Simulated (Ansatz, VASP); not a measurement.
## One calculation of SnTe, two programs

Contents of INCAR:

```
SYSTEM = SnTe
PREC = Accurate
ENCUT = 520
EDIFF = 1E-8
ISMEAR = -1
SIGMA = 0.08
LREAL = .FALSE.
LASPH = .TRUE.
NELM = 80
ALGO = Normal
ISIF = 2
LWAVE = .FALSE.
LCHARG = .FALSE.
GGA = CA
LEFG = .TRUE.
NBANDS = 17
```

Contents of KPOINTS:

```
regular mesh
0
G
  11 11 11
  0 0 0
```

Contents of POSCAR:

```
SnTe
1.0
    0.0000000000      3.2511950000      3.1565000000
    3.2511950000      0.0000000000      3.1565000000
    3.2511950000      3.2511950000      0.0000000000
Sn Te
1 1
Direct
    0.0000000000      0.0000000000      0.0000000000
    0.5000000000      0.5000000000      0.5000000000
```

Input for Ansatz:

```yaml
crystal:
  lattice:
    - [0.0, 3.251195, 3.1565]
    - [3.251195, 0.0, 3.1565]
    - [3.251195, 3.251195, 0.0]
  atoms:
    - { symbol: Sn, position: [0.0, 0.0, 0.0] }
    - { symbol: Te, position: [0.5, 0.5, 0.5] }
kpoints:
  mp_grid: { grid: [11, 11, 11] }
scf:
  occupations: { method: fermi_dirac, width: 0.08 }
hamiltonian:
  xc: lda
  pseudopotentials: { kind: paw }
output:
  forces: true
  stress: true
  eigenvalues: true
  efg: { contact_densities: true }
```

Change from the starting cell: equal xx and yy strain of +3 %, PAW files.

Alike in both runs: task electric field gradients; functional LDA; k mesh 11 × 11 × 11; occupations fermi-dirac, width 0.08 eV; no spin polarisation.

|  | VASP | Ansatz |
| --- | --- | --- |
| version | VASP 6.6.1 | Ansatz 0.2.0 |
| potentials or method | VASP PAW LDA potentials, release 64 (Sn_d, Te) | PAW with Ansatz's default frozen-core files, scalar-relativistic |
| plane-wave cutoff (eV) | 520 | 420 |
| valence electrons in the cell | 20 | 30 |

VASP gave:

```
pressure (GPa)                                                : -3.8
traceless stress, the component that is largest in VASP (GPa) : 1.99
size of Vzz on the site where it differs most (V/Å²)          : 9.7
```

Q: Which values does Ansatz return?

A: Pressure (GPa): -3.8; traceless stress, the component that is largest in VASP (GPa): 1.97; size of Vzz on the site where it differs most (V/Å²): 8.3.

LDA's correlation is that of Perdew and Zunger in VASP and of Perdew and Wang (1992) in Ansatz. VASP's potentials hold 20 valence electrons a cell and Ansatz's 30, so a difference there can come from the potentials and not from the codes.

Neither program's run includes spin-orbit coupling.
